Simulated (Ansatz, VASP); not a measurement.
# BP in VASP and in Ansatz

```
CELL_PARAMETERS angstrom
0.00000 2.27421 2.27421
2.27421 0.00000 2.27421
2.27421 2.27421 0.00000
ATOMIC_POSITIONS crystal
B 0.00000 0.00000 0.00000
P 0.25000 0.25000 0.25000
```

Alike in both runs: functional PBE; k mesh 10 × 10 × 10; occupations gaussian, width 0.02 eV; no spin polarisation.

Ansatz relaxed the structure, and its values are those at the end. VASP's run is a single point on that final structure, the one shown.

```csv
,VASP,Ansatz
version,VASP 6.6.1,Ansatz 0.2.0
potentials or method,"VASP PAW PBE potentials, release 64 (B, P), cutoff 500 eV","scalar-relativistic, plane waves, PAW"
valence electrons in the cell,8,8
```

```csv
,VASP,Ansatz,Ansatz less VASP
gap on the k mesh at the Fermi level (eV),1.25,1.25,+0.004
least direct gap on the mesh (eV),3.39,3.39,+0.003
pressure (GPa),-0.2,0.0,+0.23
```

With one functional, cell and mesh, what is left measures potentials, basis and numerics.
